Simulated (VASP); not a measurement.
# BaTiO3 (Pm-3m) in VASP: notebook

The runs below take BaTiO3 through single point, with r2SCAN.

All numbers are computed with VASP 6.6.1; they aren't measurements. Logs are shortened: lines on timing, memory, paths and dates and some standing lists are left out, and cuts for length are marked.

## 1. The cell of the first run

Symmetry: Pm-3m, No. 221, cubic system. The conventional cell has a = 4.033 Å, b = 4.033 Å, c = 4.033 Å, α = 90.00°, β = 90.00°, γ = 90.00°. Within 3.8 Å of Ba (site symmetry m-3m) lie 12 O at 2.85 Å and 8 Ti at 3.49 Å. Within 2.7 Å of Ti (site symmetry m-3m) lie 6 O at 2.02 Å. Within 2.7 Å of O (site symmetry 4/mmm) lie 2 Ti at 2.02 Å. O (site symmetry 4/mmm) has 2 Ti at 2.02 Å within 2.7 Å.

## 2. Single point, r2SCAN

POSCAR

```
BaTiO3
1.0
    4.0333659600      0.0000000000      0.0000000000
    0.0000000000      8.0667319100      0.0000000000
    0.0000000000      0.0000000000      4.0333659600
Ba Ti O
2 2 6
Direct
    0.5000000000      0.2500000000      0.5000000000
    0.5000000000      0.7500000000      0.5000000000
    0.0000000000      0.0000000000      0.0000000000
    0.0000000000      0.5000000000      0.0000000000
    0.5000000000      0.0000000000      0.0000000000
    0.5000000000      0.5000000000      0.0000000000
    0.0000000000      0.2500000000      0.0000000000
    0.0000000000      0.7500000000      0.0000000000
    0.0000000000      0.0000000000      0.5000000000
    0.0000000000      0.5000000000      0.5000000000
```

INCAR.step1

```
SYSTEM = BaTiO3
  ALGO = Normal
  EDIFF = 1E-4
  ENCUT = 520
  GGA = PE
  ISMEAR = -1
  LASPH = .True.
  LCHARG = .False.
  LREAL = .False.
  LWAVE = .True.
  NBANDS = 51
  NELM = 100
  PREC = Accurate
  SIGMA = 0.1
```

INCAR.step2

```
SYSTEM = BaTiO3
  ALGO = Normal
  EDIFF = 1E-6
  ENCUT = 520
  ISIF = 2
  ISMEAR = -1
  ISTART = 1
  LASPH = .True.
  LCHARG = .False.
  LMIXTAU = .True.
  LREAL = .False.
  LWAVE = .False.
  METAGGA = R2SCAN
  NBANDS = 51
  NELM = 100
  PREC = Accurate
  SIGMA = 0.1
```

KPOINTS

```
k-points
0
Gamma
  5 3 5
  0 0 0
```

Potentials or basis: VASP PAW PBE potentials, release 64 (Ba_sv, Ti_sv, O).

Launch:

```
$ cat potpaw_PBE.64/Ba_sv/POTCAR potpaw_PBE.64/Ti_sv/POTCAR potpaw_PBE.64/O/POTCAR > POTCAR
$ cp INCAR.step1 INCAR
$ mpirun -np 1 vasp_std > vasp.out
$ cp INCAR.step2 INCAR
$ mpirun -np 1 vasp_std > vasp.out
```

OUTCAR:

```text
SYSTEM = BaTiO3
   EDIFF = 1E-6
   ENCUT = 520
   ISIF = 2
   ISMEAR = -1
   ISTART = 1
   LASPH = .True.
   LREAL = .False.
   METAGGA = R2SCAN
   NELM = 100
   PREC = Accurate

 ion  position               nearest neighbor table
   1  0.500  0.250  0.500-   5 2.85   6 2.85   9 2.85  10 2.85   5 2.85   6 2.85   9 2.85  10 2.85
                             7 2.85   7 2.85   7 2.85   7 2.85   3 3.49   4 3.49   4 3.49   4 3.49
   2  0.500  0.750  0.500-   5 2.85   6 2.85   9 2.85  10 2.85   5 2.85   6 2.85   9 2.85  10 2.85
                             8 2.85   8 2.85   8 2.85   8 2.85   3 3.49   4 3.49   4 3.49   4 3.49
   3  0.000  0.000  0.000-   7 2.02   8 2.02   5 2.02   9 2.02   9 2.02   5 2.02   1 3.49   2 3.49
                             1 3.49   1 3.49   2 3.49   2 3.49   1 3.49   2 3.49
   4  0.000  0.500  0.000-   7 2.02   8 2.02   6 2.02  10 2.02  10 2.02   6 2.02   1 3.49   2 3.49
                             1 3.49   1 3.49   2 3.49   2 3.49   1 3.49   2 3.49
   5  0.500  0.000  0.000-   3 2.02   3 2.02   1 2.85   1 2.85   2 2.85   2 2.85
   6  0.500  0.500  0.000-   4 2.02   4 2.02   1 2.85   1 2.85   2 2.85   2 2.85
   7  0.000  0.250  0.000-   3 2.02   4 2.02   1 2.85   1 2.85   1 2.85   1 2.85
   8  0.000  0.750  0.000-   3 2.02   4 2.02   2 2.85   2 2.85   2 2.85   2 2.85
   9  0.000  0.000  0.500-   3 2.02   3 2.02   1 2.85   2 2.85   1 2.85   2 2.85
  10  0.000  0.500  0.500-   4 2.02   4 2.02   1 2.85   2 2.85   1 2.85   2 2.85

  LATTYP: Found a simple tetragonal cell.
 ALAT       =     4.0333659600
 C/A-ratio  =     1.9999999975

  Lattice vectors:

 A1 = (  -4.0333659600,   0.0000000000,   0.0000000000)
 A2 = (   0.0000000000,   0.0000000000,   4.0333659600)
 A3 = (   0.0000000000,   8.0667319100,   0.0000000000)

Analysis of symmetry for initial positions (statically):
=====================================================================
 Subroutine PRICEL returns following result:

  LATTYP: Found a simple cubic cell.
 ALAT       =     4.0333659600

  Lattice vectors:

 A1 = (   4.0333659600,   0.0000000000,   0.0000000000)
 A2 = (   0.0000000000,   4.0333659550,   0.0000000000)
 A3 = (   0.0000000000,   0.0000000000,   4.0333659600)

   2 primitive cells build up your supercell.

 Routine SETGRP: Setting up the symmetry group for a
 simple tetragonal supercell.

 Subroutine GETGRP returns: Found 16 space group operations
 (whereof 16 operations were pure point group operations)
 out of a pool of 16 trial point group operations.

The static configuration has the point symmetry D_4h.

Analysis of symmetry for dynamics (positions and initial velocities):
=====================================================================
 Subroutine PRICEL returns following result:

  LATTYP: Found a simple cubic cell.
 ALAT       =     4.0333659600

  Lattice vectors:

 A1 = (   4.0333659600,   0.0000000000,   0.0000000000)
 A2 = (   0.0000000000,   4.0333659550,   0.0000000000)
 A3 = (   0.0000000000,   0.0000000000,   4.0333659600)

   2 primitive cells build up your supercell.

 Routine SETGRP: Setting up the symmetry group for a
 simple tetragonal supercell.

 Subroutine GETGRP returns: Found 16 space group operations
 (whereof 16 operations were pure point group operations)
 out of a pool of 16 trial point group operations.

The dynamic configuration has the point symmetry D_4h.

 Subroutine INISYM returns: Found 16 space group operations
 (whereof 16 operations are pure point group operations),
 and found     2 'primitive' translations

----------------------------------------------------------------------------------------

                                     Primitive cell

  volume of cell :      65.6150

  direct lattice vectors                    reciprocal lattice vectors
     4.033365960  0.000000000  0.000000000     0.247931879  0.000000000  0.000000000
     0.000000000  4.033365955  0.000000000     0.000000000  0.247931879  0.000000000
     0.000000000  0.000000000  4.033365960     0.000000000  0.000000000  0.247931879

  length of vectors
     4.033365960  4.033365955  4.033365960     0.247931879  0.247931879  0.247931879

  position of ions in fractional coordinates (direct lattice)
     0.500000000  0.500000000  0.500000000
     0.000000000  0.000000000  0.000000000
     0.500000000  0.000000000  0.000000000
     0.000000000  0.500000000  0.000000000
     0.000000000  0.000000000  0.500000000

  ion indices of the primitive-cell ions
   primitive index   ion index
                 1           1
                 2           3
                 3           5
                 4           7
                 5           9

----------------------------------------------------------------------------------------

 KPOINTS: k-points

Automatic generation of k-mesh.
 Grid dimensions read from file:
 generate k-points for:    5    3    5

 Generating k-lattice:

  Cartesian coordinates                     Fractional coordinates (reciprocal lattice)
     0.049586376  0.000000000  0.000000000     0.200000000  0.000000000  0.000000000
     0.000000000  0.041321980  0.000000000     0.000000000  0.333333333  0.000000000
     0.000000000  0.000000000  0.049586376     0.000000000  0.000000000  0.200000000

  Length of vectors
     0.049586376  0.041321980  0.049586376

  Shift w.r.t. Gamma in fractional coordinates (k-lattice)
     0.000000000  0.000000000  0.000000000

 Subroutine IBZKPT returns following result:
 ===========================================

 Found     12 irreducible k-points:

 Following reciprocal coordinates:
            Coordinates               Weight
  0.000000  0.000000  0.000000      1.000000
  0.200000  0.000000  0.000000      4.000000
  0.400000  0.000000  0.000000      4.000000
  0.000000  0.333333  0.000000      2.000000
  0.200000  0.333333  0.000000      8.000000
  0.400000  0.333333  0.000000      8.000000
  0.200000  0.000000  0.200000      4.000000
  0.400000  0.000000  0.200000      8.000000
  0.200000  0.333333  0.200000      8.000000
  0.400000  0.333333  0.200000     16.000000
  0.400000  0.000000  0.400000      4.000000
  0.400000  0.333333  0.400000      8.000000
   k-points           NKPTS =     12   k-points in BZ     NKDIM =     12   number of bands    NBANDS=     51
   number of dos      NEDOS =    301   number of ions     NIONS =     10
   total plane-waves  NPLWV =  54000
   dimension x,y,z NGX =    30 NGY =   60 NGZ =   30
   dimension x,y,z NGXF=    60 NGYF=  120 NGZF=   60
   ions per type =               2   2   6
   NGX,Y,Z   is equivalent  to a cutoff of  12.37, 12.37, 12.37 a.u.
   NGXF,Y,Z  is equivalent  to a cutoff of  24.73, 24.73, 24.73 a.u.
 SYSTEM =  BaTiO3
   PREC   = accura    normal or accurate (medium, high low for compatibility)
   ISTART =      1    job   : 0-new  1-cont  2-samecut
   ICHARG =      0    charge: 1-file 2-atom 10-const
   ISPIN  =      1    spin polarized calculation?
   LNONCOLLINEAR =      F non collinear calculations
   LSORBIT =      F    spin-orbit coupling
   LASPH  =      T    aspherical Exc in radial PAW
   ENCUT  =  520.0 eV  38.22 Ry    6.18 a.u.   7.50 15.00  7.50*2*pi/ulx,y,z
   NELM   =    100;   NELMIN=  2; NELMDL=  0     # of ELM steps
   EDIFF  = 0.1E-05   stopping-criterion for ELM
   LREAL  =      F    real-space projection
   EDIFFG = 0.1E-04   stopping-criterion for IOM
   NSW    =      0    number of steps for IOM
   IBRION =     -1    ionic relax: 0-MD 1-quasi-New 2-CG
   NFREE  =      0    steps in history (QN), initial steepest desc. (CG)
   ISIF   =      2    stress and relaxation
   ISYM   =      2    0-nonsym 1-usesym 2-fastsym
   POTIM  = 0.5000    time-step for ionic-motion
   TEBEG  =    0.0;   TEEND  =   0.0 temperature during run
   PSTRESS=    0.0 pullay stress
   NELECT =      80.0000    total number of electrons
   NUPDOWN=      -1.0000    fix difference up-down
   EMIN   =  10.00;   EMAX   =-10.00  energy-range for DOS
   EFERMI =   0.00;   METHOD = LEGACY
   ISMEAR =    -1;   SIGMA  =   0.10  broadening in eV -4-tet -1-fermi 0-gaus
   EFERMI_NEDOS =   21; number of points for ismear=-14 and -15
   IALGO  =     38    algorithm
   IMIX   =      4    mixing-type and parameters
     AMIX     =   0.40;   BMIX     =  1.00
     AMIX_MAG =   1.60;   BMIX_MAG =  1.00
  volume/ion in A,a.u.               =      13.12        88.56
  Fermi-wavevector in a.u.,A,eV,Ry     =   1.388121  2.623168 26.216778  1.926879
  Thomas-Fermi vector in A             =   2.512277
   LORBIT       =      0    0 simple, 1 ext, 2 COOP (PROOUT), +10 PAW based schemes
   METAGGA = R2SCAN    functional components
   LHFCALC =     F    Hartree Fock is set to
   AEXX    =    0.0000 exact exchange contribution
   IVDW    =     0    specifies the selected vdW correction
   LEPSILON=     F    determine dielectric tensor
   LRPA    =     F    only Hartree local field effects (RPA)
 non-spin polarized calculation
  energy-cutoff  :      520.00
  volume of cell :      131.23
 maximum number of plane-waves:      3562
 NGX is ok and might be reduce to    30
   NGX = 15   NGY = 29   NGZ = 15

 number of electron      79.9999952 magnetization

 Free energy of the ion-electron system (eV)
  ---------------------------------------------------
  ext. energy  EPLUGINS =         0.00000000
  ---------------------------------------------------
  free energy    TOTEN  =      -148.44589374 eV

  energy without entropy =     -148.44587148  energy(sigma->0) =     -148.44588261

 E-fermi :   4.4109     XC(G=0): -11.7887

 val. band max:        3.2893841986   @ k =   0.4000   0.0000   0.4000
 cond. band min:       5.4328607609   @ k =   0.0000   0.0000   0.0000
 fundamental gap:      2.1434765622
 Fermi energy:         4.4108677468

 k-point     1 :       0.0000    0.0000    0.0000
  band No.  band energies     occupation
      1     -55.6369      2.00000
      2     -55.6359      2.00000
      3     -30.8325      2.00000
      4     -30.7814      2.00000
      5     -30.7814      2.00000
      6     -30.7813      2.00000
[... 43 lines left out ...]
     50       8.9267      0.00000
     51       8.9269      0.00000
[... 592 lines left out ...]
     50      10.8283      0.00000
     51      11.3904      0.00000

------------------------ aborting loop because EDIFF is reached ----------------------------------------

  FORCE on cell =-STRESS in cart. coord.  units (eV):
  Direction    XX          YY          ZZ          XY          YZ          ZX
  --------------------------------------------------------------------------------------
  -------------------------------------------------------------------------------------
  Total       -2.6025414     -2.6149239     -2.6025414     -0.0000000     -0.0000000      0.0000000
  in kB      -31.7742524    -31.9254305    -31.7742524     -0.0000000     -0.0000000      0.0000000
  external PRESSURE =     -31.8246451 kB  Pullay stress =       0.0000000 kB

 VOLUME and BASIS-vectors are now :
 -----------------------------------------------------------------------------
  energy-cutoff  :      520.00
  volume of cell :      131.23
      direct lattice vectors                 reciprocal lattice vectors
     4.033365960  0.000000000  0.000000000     0.247931879  0.000000000  0.000000000
     0.000000000  8.066731910  0.000000000     0.000000000  0.123965940  0.000000000
     0.000000000  0.000000000  4.033365960     0.000000000  0.000000000  0.247931879

 POSITION                                       TOTAL-FORCE (eV/Angst)
 -----------------------------------------------------------------------------------
      2.01668      2.01668      2.01668        -0.000000     -0.000000     -0.000000
      2.01668      6.05005      2.01668        -0.000000      0.000000     -0.000000
      0.00000      0.00000      0.00000        -0.000000      0.000000     -0.000000
      0.00000      4.03337      0.00000        -0.000000     -0.000000     -0.000000
      2.01668      0.00000      0.00000        -0.000000      0.000000      0.000000
      2.01668      4.03337      0.00000        -0.000000     -0.000000      0.000000
      0.00000      2.01668      0.00000        -0.000000      0.000000     -0.000000
      0.00000      6.05005      0.00000        -0.000000      0.000000     -0.000000
      0.00000      0.00000      2.01668         0.000000      0.000000     -0.000000
      0.00000      4.03337      2.01668         0.000000     -0.000000     -0.000000
 -----------------------------------------------------------------------------------
    total drift:                                0.000000      0.000000      0.000000

  FREE ENERGIE OF THE ION-ELECTRON SYSTEM (eV)
  ---------------------------------------------------
  free  energy   TOTEN  =      -148.4458937421 eV

  energy  without entropy=     -148.4458714759  energy(sigma->0) =     -148.44588261
```

Wall time 7.5 min (1 thread of Intel Xeon Platinum 8375C at 2.90GHz (Ice Lake), shared host); peak memory 0.28 GiB.

Results:

| Item | Value |
| --- | --- |
| Free energy | -148.4459 eV |
| Pressure | -3.2 GPa |
| Band gap on the k mesh | 2.14 eV |

Caveat: the cell stands under tension; the PAW data sets were made with another functional, which shifts forces and pressure a little; spin-orbit coupling is left out, which moves the levels of the heavy elements; an odd mesh through Γ misses points on the zone boundary, where band edges can lie. r2SCAN opens gaps a little over a GGA but as a rule still falls short of measured ones.

(Continued in part 2 of 2.)
